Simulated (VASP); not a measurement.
The system is C.

```
CELL_PARAMETERS angstrom
1.22805 -2.12706 0.00000
1.22805 2.12706 0.00000
0.00000 0.00000 7.17327
ATOMIC_POSITIONS crystal
C 0.08338 0.91662 0.75314
C 0.58338 0.41662 0.24686
C 0.91662 0.08338 0.24686
C 0.41662 0.58338 0.75314
```

```yaml
Program: VASP 6.6.1
Task: relaxation of cell and atoms
Functional: PBE
Potentials_or_basis: VASP PAW PBE potentials, release 64 (C)
Cutoff: 600 eV
k_mesh: 18 × 18 × 6
Occupations: gaussian, width 0.1 eV
Spin: no spin polarisation
```

At the start: pressure 3.8 GPa; volume 9.37 Å³/atom.

Where does the relaxation end?

Over 23 steps the energy falls by 5.6 meV/atom and the volume is 10.82 Å³/atom (+15.5 %); space group Fmmm (No. 69, to 0.1 Å) before and after.

The path:
| step | energy change (eV) | largest force (eV/Å) | pressure (GPa) | volume (Å³) |
| --- | --- | --- | --- | --- |
| 1 | 0.0000 | 0.0263 | 3.77 | 37.48 |
| 2 | 0.0190 | 0.0945 | -6.63 | 38.68 |
| 3 | -0.0053 | 0.0183 | 0.30 | 37.85 |
| 4 | -0.0063 | 0.0565 | 0.26 | 37.99 |
| 5 | -0.0078 | 0.2739 | 0.15 | 38.40 |
| 6 | -0.0080 | 0.2703 | 0.14 | 38.41 |
| 7 | -0.0084 | 0.2595 | 0.13 | 38.46 |
| 8 | -0.0093 | 0.2378 | 0.15 | 38.56 |
| 9 | -0.0109 | 0.1945 | 0.18 | 38.76 |
| 10 | -0.0135 | 0.1085 | 0.18 | 39.16 |
| 11 | -0.0171 | 0.0622 | 0.23 | 39.95 |
| 12 | -0.0179 | 0.3960 | 0.40 | 41.54 |
| 13 | -0.0185 | 0.2781 | 0.34 | 40.97 |
| 14 | -0.0197 | 0.2191 | 0.29 | 41.31 |
| 15 | -0.0219 | 0.0428 | 0.15 | 42.33 |
| 16 | -0.0221 | 0.0083 | 0.14 | 42.63 |
| 17 | -0.0221 | 0.0496 | 0.14 | 42.87 |
| 18 | -0.0218 | 0.1321 | 0.05 | 43.35 |
| 19 | -0.0221 | 0.0652 | 0.11 | 42.96 |
| 20 | -0.0221 | 0.0584 | 0.12 | 42.92 |
| 21 | -0.0222 | 0.0303 | 0.04 | 43.10 |
| 22 | -0.0222 | 0.0025 | -0.06 | 43.32 |
| 23 | -0.0222 | 0.0043 | -0.05 | 43.28 |

Final structure:
```xyz
4
Lattice="1.2337 -2.1368 0.0000 1.2337 2.1368 0.0000 0.0000 0.0000 8.2083" Properties=species:S:1:pos:R:3 pbc="T T T"
C     1.2337    1.7806    6.1663
C     1.2337   -0.3562    2.0419
C     1.2337   -1.7806    2.0419
C     1.2337    0.3562    6.1663
```

Caveat: the volume moved by over 15 % at a fixed basis, so the end points are rough; this functional lacks dispersion, which binds layers or chains, so the pressure and a relaxed spacing across them are unreliable.
